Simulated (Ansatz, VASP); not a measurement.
## One calculation of I, two programs

Contents of INCAR:

```
ALGO = Normal
EDIFF = 1E-7
ENCUT = 520
GGA = PE
ISIF = 2
ISMEAR = 0
LASPH = True
LCHARG = False
LREAL = False
LWAVE = False
NBANDS = 10
NELM = 80
PREC = Accurate
SIGMA = 0.028999999999999998
```

The input KPOINTS:

```
k-points
0
Gamma
  9 9 9
```

Contents of POSCAR:

```
I
1.0
    0.0000000000      2.3656004428      3.9098401324
    2.1922454667      0.0000000000      3.9098401324
    2.1922454667      2.3656004428      0.0000000000
I
1
Direct
    0.0000000000      0.0000000000      0.0000000000
```

File input.yaml:

```yaml
crystal:
  lattice:
    - [0.0, 2.3656004428, 3.9098401324]
    - [2.1922454667, 0.0, 3.9098401324]
    - [2.1922454667, 2.3656004428, 0.0]
  atoms:
    - { symbol: I, position: [0.0, 0.0, 0.0] }
kpoints:
  mp_grid: { grid: [9, 9, 9] }
scf:
  occupations: { method: gaussian, width: 0.029 }
hamiltonian:
  xc: pbe
  pseudopotentials: { kind: all_electron, lapw: { basis_error: 0.001 } }
output:
  forces: true
  stress: true
  eigenvalues: true
```

Alike in both runs: task single point; functional PBE; k mesh 9 × 9 × 9; occupations gaussian, width 0.029 eV; no spin polarisation.

|  | VASP | Ansatz |
| --- | --- | --- |
| version | VASP 6.6.1 | Ansatz 0.2.0 |
| potentials or method | VASP PAW PBE potentials, release 64 (I), cutoff 520 eV | all-electron LAPW, scalar-relativistic |

|  | VASP | Ansatz | Ansatz less VASP |
| --- | --- | --- | --- |
| gap on the k mesh at the Fermi level (eV) | none | none | - |
| pressure (GPa) | 0.4 | 0.5 | +0.04 |
| traceless stress, the component that is largest in VASP (GPa) | 0.36 | 0.31 | -0.044 |

A gap of «none» marks a metal or a gap that the smearing closes. Ansatz ran all-electron here, and VASP with PAW potentials.

Neither program's run includes spin-orbit coupling.
